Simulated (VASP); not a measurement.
# ZrB4C (Amm2) in VASP: single point with PBE

Aim: the single point of ZrB4C with PBE.

Program: VASP 6.6.1. These are calculated values, not measurements. Logs are shortened: lines on timing, memory, paths and dates and some standing lists are left out, and cuts for length are marked.

## 1. The cell of the first run

Symmetry: Amm2, No. 38, orthorhombic system. Conventional cell: a = 3.058 Å, b = 4.694 Å, c = 7.354 Å, α = 90.00°, β = 90.00°, γ = 90.00°. Within 3.2 Å of Zr (site symmetry mm2) lie 2 C at 2.41 Å and 15 B at 2.47 to 2.97 Å and 2 Zr at 3.06 Å. B (site symmetry mm2) has 1 C at 1.55 Å and 4 B at 1.80 to 1.86 Å within 2.1 Å. Within 2.1 Å of B (site symmetry m) lie 1 C at 1.55 Å and 4 B at 1.80 to 1.85 Å. B (site symmetry mm2) has 6 B at 1.85 to 1.86 Å within 2.4 Å. C (site symmetry mm2) has 3 B at 1.55 Å within 2.1 Å.

## 2. Single point, PBE

The input, INCAR:

```
PREC = Accurate ; ENCUT = 600
EDIFF = 1E-6 ; ISMEAR = 0
SIGMA = 0.1 ; LREAL = F
LASPH = T ; NELM = 120
ALGO = Normal ; ISIF = 2
LWAVE = F ; LCHARG = F
GGA = PE ; NBANDS = 23
GGA_COMPAT = F
```

The input, KPOINTS:

```
regular mesh
0
Gamma
  12 10 10
```

The input, POSCAR:

```
ZrB4C
1.0
    3.0579403146      0.0000000000      0.0000000000
    0.0000000000      2.3472123982      3.6770077590
    0.0000000000     -2.3472123982      3.6770077590
Zr B C
1 4 1
Direct
    0.5000000000      0.4297744817      0.4297744817
    0.0000000000      0.8937103466      0.8937103466
    0.0000000000      0.9124030914      0.2987438748
    0.0000000000      0.2987438748      0.9124030914
    0.5000000000      0.0382131780      0.0382131780
    0.0000000000      0.6830559975      0.6830559975
```

Potentials or basis: VASP PAW PBE potentials, release 64 (Zr_sv, B, C).

Command:

```
$ cat potpaw_PBE.64/Zr_sv/POTCAR potpaw_PBE.64/B/POTCAR potpaw_PBE.64/C/POTCAR > POTCAR
$ mpirun -np 1 vasp_std > vasp.out
```

OUTCAR:

```text
PREC = Accurate
   ENCUT = 600
   EDIFF = 1E-6
   ISMEAR = 0
   LREAL = F
   LASPH = T
   NELM = 120
   ISIF = 2
   GGA = PE

 ion  position               nearest neighbor table
   1  0.500  0.430  0.430-   6 2.41   6 2.41   3 2.47   3 2.47   4 2.47   4 2.47   5 2.48   5 2.48
                             2 2.81   2 2.81   2 2.81   2 2.81   5 2.88   3 2.97   4 2.97   4 2.97
   2  0.000  0.894  0.894-   6 1.55   4 1.80   3 1.80   5 1.86   5 1.86   1 2.81   1 2.81   1 2.81
                             1 2.81
   3  0.000  0.912  0.299-   6 1.55   2 1.80   4 1.81   5 1.85   5 1.85   1 2.47   1 2.47   1 2.97
                             1 2.97
   4  0.000  0.299  0.912-   6 1.55   2 1.80   3 1.81   5 1.85   5 1.85   1 2.47   1 2.47   1 2.97
                             1 2.97
   5  0.500  0.038  0.038-   3 1.85   4 1.85   3 1.85   4 1.85   2 1.86   2 1.86   1 2.48   1 2.48
                             1 2.88
   6  0.000  0.683  0.683-   3 1.55   4 1.55   2 1.55   1 2.41   1 2.41

  LATTYP: Found a base centered orthorhombic cell.
 ALAT       =     4.6944247964
 B/A-ratio  =     1.5665424066
 C/A-ratio  =     0.6513982963

  Lattice vectors:

 A1 = (   0.0000000000,   2.3472123982,  -3.6770077590)
 A2 = (   0.0000000000,   2.3472123982,   3.6770077590)
 A3 = (   3.0579403146,   0.0000000000,   0.0000000000)

Analysis of symmetry for initial positions (statically):
=====================================================================
 Subroutine PRICEL returns:
 Original cell was already a primitive cell.

 Routine SETGRP: Setting up the symmetry group for a
 base centered orthorhombic supercell.

 Subroutine GETGRP returns: Found  4 space group operations
 (whereof  4 operations were pure point group operations)
 out of a pool of  8 trial point group operations.

The static configuration has the point symmetry C_2v.

Analysis of symmetry for dynamics (positions and initial velocities):
=====================================================================
 Subroutine PRICEL returns:
 Original cell was already a primitive cell.

 Routine SETGRP: Setting up the symmetry group for a
 base centered orthorhombic supercell.

 Subroutine GETGRP returns: Found  4 space group operations
 (whereof  4 operations were pure point group operations)
 out of a pool of  8 trial point group operations.

The dynamic configuration has the point symmetry C_2v.
[... 106 lines left out ...]
   NELM   =    120;   NELMIN=  2; NELMDL= -5     # of ELM steps
   EDIFF  = 0.1E-05   stopping-criterion for ELM
   LREAL  =      F    real-space projection
   EDIFFG = 0.1E-04   stopping-criterion for IOM
   NSW    =      0    number of steps for IOM
   IBRION =     -1    ionic relax: 0-MD 1-quasi-New 2-CG
   NFREE  =      0    steps in history (QN), initial steepest desc. (CG)
   ISIF   =      2    stress and relaxation
   ISYM   =      2    0-nonsym 1-usesym 2-fastsym
   POTIM  = 0.5000    time-step for ionic-motion
   TEBEG  =    0.0;   TEEND  =   0.0 temperature during run
   PSTRESS=    0.0 pullay stress
   NELECT =      28.0000    total number of electrons
   NUPDOWN=      -1.0000    fix difference up-down
   EMIN   =  10.00;   EMAX   =-10.00  energy-range for DOS
   EFERMI =   0.00;   METHOD = LEGACY
   ISMEAR =     0;   SIGMA  =   0.10  broadening in eV -4-tet -1-fermi 0-gaus
   EFERMI_NEDOS =   21; number of points for ismear=-14 and -15
   IALGO  =     38    algorithm
   IMIX   =      4    mixing-type and parameters
     AMIX     =   0.40;   BMIX     =  1.00
     AMIX_MAG =   1.60;   BMIX_MAG =  1.00
  volume/ion in A,a.u.               =       8.80        59.37
  Fermi-wavevector in a.u.,A,eV,Ry     =   1.325233  2.504327 23.895125  1.756242
  Thomas-Fermi vector in A             =   2.454709
   LORBIT       =      0    0 simple, 1 ext, 2 COOP (PROOUT), +10 PAW based schemes
   GGA     = PE    functional components
   LHFCALC =     F    Hartree Fock is set to
   AEXX    =    0.0000 exact exchange contribution
   IVDW    =     0    specifies the selected vdW correction
   LEPSILON=     F    determine dielectric tensor
   LRPA    =     F    only Hartree local field effects (RPA)
 non-spin polarized calculation
 Gauss-broadening in eV      SIGMA  =   0.10
  energy-cutoff  :      600.00
  volume of cell :       52.78
 maximum number of plane-waves:      1786
   NGX = 13   NGY = 17   NGZ = 17

 number of electron      27.9999999 magnetization

 Free energy of the ion-electron system (eV)
  ---------------------------------------------------
  ext. energy  EPLUGINS =         0.00000000
  ---------------------------------------------------
  free energy    TOTEN  =       -44.26105519 eV

  energy without entropy =      -44.25685315  energy(sigma->0) =      -44.25895417

 E-fermi :   9.6559     XC(G=0): -12.0482

 val. band max:        9.6475687953   @ k =   0.0833  -0.3000   0.2000
 cond. band min:       9.6733838031   @ k =   0.0000   0.3000   0.3000
 fundamental gap:      0.0258150079
 Fermi energy:         9.6558897655

 k-point     1 :       0.0000    0.0000    0.0000
  band No.  band energies     occupation
      1     -39.8735      2.00000
      2     -18.0999      2.00000
      3     -18.0657      2.00000
      4     -17.5424      2.00000
      5      -6.7814      2.00000
      6      -3.1094      2.00000
[... 613 lines left out ...]
     22      15.0532      0.00000
     23      16.2026      0.00000

 [... further k-points ...]

------------------------ aborting loop because EDIFF is reached ----------------------------------------

  FORCE on cell =-STRESS in cart. coord.  units (eV):
  Direction    XX          YY          ZZ          XY          YZ          ZX
  --------------------------------------------------------------------------------------
  -------------------------------------------------------------------------------------
  Total        0.0050202      0.0294947      0.0273216      0.0000000      0.0000000      0.0000000
  in kB        0.1523781      0.8952580      0.8292983      0.0000000      0.0000000      0.0000000
  external PRESSURE =       0.6256448 kB  Pullay stress =       0.0000000 kB

 VOLUME and BASIS-vectors are now :
 -----------------------------------------------------------------------------
  energy-cutoff  :      600.00
  volume of cell :       52.78
      direct lattice vectors                 reciprocal lattice vectors
     3.057940315  0.000000000  0.000000000     0.327017501  0.000000000  0.000000000
     0.000000000  2.347212398  3.677007759     0.000000000  0.213018643  0.135980132
     0.000000000 -2.347212398  3.677007759     0.000000000 -0.213018643  0.135980132

 POSITION                                       TOTAL-FORCE (eV/Angst)
 -----------------------------------------------------------------------------------
      1.52897      0.00000      3.16057         0.000000      0.000000     -0.015031
      0.00000      0.00000      6.57236         0.000000      0.000000      0.006661
      0.00000      1.44039      4.45340         0.000000      0.016360     -0.000560
      0.00000     -1.44039      4.45340         0.000000     -0.016360     -0.000560
      1.52897      0.00000      0.28102         0.000000      0.000000      0.001780
      0.00000      0.00000      5.02320         0.000000      0.000000      0.007710
 -----------------------------------------------------------------------------------
    total drift:                                0.000000      0.000000      0.000306

  FREE ENERGIE OF THE ION-ELECTRON SYSTEM (eV)
  ---------------------------------------------------
  free  energy   TOTEN  =       -44.2610551939 eV

  energy  without entropy=      -44.2568531484  energy(sigma->0) =      -44.25895417
```

stdout:

```text
POSCAR found type information on POSCAR ZrB C
 POSCAR found :  3 types and       6 ions
 scaLAPACK will be used
 LDA part: xc-table for (Slater+PW92), standard interpolation
 POSCAR, INCAR and KPOINTS ok, starting setup
 FFT: planning ... GRIDC
 FFT: planning ... GRID_SOFT
 FFT: planning ... GRID
 WAVECAR not read
 entering main loop
```

Run time: 9.8 min. Hardware: 1 thread of AMD EPYC 7R13, shared host; peak memory 0.39 GiB.

What came out:

| Property | Result |
| --- | --- |
| Free energy | -44.2611 eV |
| Pressure | 0.1 GPa |
| Largest force | 0.016 eV/Å |
| Band gap on the k mesh | zero (band 14 reaches 10.01 eV, above the bottom of band 15 at 9.11 eV) |

Forces in eV/Å, atoms in the order of the input:
```
Zr   0.000  0.000 -0.015
B    0.000  0.000  0.007
B    0.000  0.016 -0.001
B    0.000 -0.016 -0.001
B    0.000  0.000  0.002
C    0.000  0.000  0.008
```
